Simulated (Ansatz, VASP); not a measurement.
One calculation of Sn, two programs

```xyz
1
Lattice="-1.6062 1.6062 1.6062 1.6062 -1.6062 1.6062 1.6062 1.6062 -1.6062" Properties=species:S:1:pos:R:3 pbc="T T T"
Sn    0.0000    0.0000    0.0000
```

Change from the starting cell: volume scaled by 0.6, LAPW.

Alike in both runs: task single point; functional PBE; k mesh 14 × 14 × 14; occupations fermi-dirac, width 0.1 eV; no spin polarisation.

```csv
,VASP,Ansatz
version,VASP 6.6.1,Ansatz 0.2.0
potentials or method,"VASP PAW PBE potentials, release 64 (Sn_d), cutoff 520 eV","all-electron LAPW, scalar-relativistic"
```

|  | VASP | Ansatz | Ansatz less VASP |
| --- | --- | --- | --- |
| pressure (GPa) | 83.6 | 83.5 | -0.08 |

Both programs put the cell under a high pressure, so it lies far from rest at this level. Ansatz ran all-electron here, and VASP with PAW potentials.

Noted on VASP's run: the cell as given lies far from equilibrium.
